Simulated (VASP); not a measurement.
Crystal: Na3ScTe.

```
Na Sc Te
1.0
     4.64059    0.00000    0.00000
     0.00000    4.64059    0.00000
     0.00000    0.00000    4.79696
Na Sc Te
3 1 1
Direct
  0.50000 0.00000 0.02631
  0.00000 0.00000 0.43181
  0.00000 0.50000 0.02631
  0.50000 0.50000 0.50271
  0.00000 0.00000 0.01286
```

```yaml
Program: VASP 6.6.1
Task: relaxation of cell and atoms
Functional: PBE
Potentials_or_basis: VASP PAW PBE potentials, release 64 (Na_pv, Sc_sv, Te)
Cutoff: 600 eV
k_mesh: 4 × 4 × 4
Occupations: gaussian, width 0.1 eV
Spin: no spin polarisation
```

At the start: pressure 38.2 GPa; volume 20.66 Å³/atom.

**Question.** Where does the relaxation end?

**Answer.** Over 50 steps the energy falls by 1896.4 meV/atom and the volume is 29.14 Å³/atom (+41.1 %); space group P4mm (No. 99, to 0.1 Å) before and after.

The path:
```tsv
step	energy change (eV)	largest force (eV/Å)	pressure (GPa)	volume (Å³)
1	0.0000	10.9362	38.19	103.30
3	-6.7438	3.2500	6.55	153.99
5	-7.7041	0.5887	0.05	201.69
7	-7.7086	0.4734	-0.15	204.95
9	-7.7971	0.4095	-0.03	198.88
11	-7.8222	0.3131	0.14	195.07
13	-7.8329	0.1500	0.03	196.28
15	-7.8381	0.1504	-0.05	197.21
17	-7.8582	0.1732	-0.61	202.06
19	-7.8664	0.1837	-0.62	201.36
21	-7.9150	0.2043	-0.69	198.09
23	-8.2889	0.2332	-1.60	183.81
25	-8.7733	0.5236	-2.24	159.07
27	-8.7770	0.5210	-2.23	158.92
29	-8.7891	0.6318	-1.83	155.40
31	-8.8392	0.5540	-1.69	153.42
33	-9.0126	0.4283	-0.78	144.69
35	-9.0663	0.4330	0.31	138.04
37	-9.1538	0.5717	0.15	137.02
39	-9.2687	0.4904	-0.02	138.69
41	-9.2905	0.9684	1.04	145.38
43	-9.4480	0.3799	-0.20	145.82
45	-9.4668	0.2443	-0.04	145.41
47	-9.4799	0.0848	-0.10	146.25
49	-9.4813	0.0540	0.00	145.96
50	-9.4820	0.0276	0.05	145.71
```

Final structure:
```
CELL_PARAMETERS angstrom
4.23657 0.00000 0.00000
0.00000 4.23657 0.00000
0.00000 0.00000 8.11832
ATOMIC_POSITIONS crystal
Na 0.50000 0.00000 0.07173
Na 0.00000 0.00000 0.39736
Na 0.00000 0.50000 0.07173
Sc 0.50000 0.50000 0.69373
Te 0.00000 0.00000 0.76546
```

Caveat: the volume moved by over 15 % at a fixed basis, so the end points are rough.
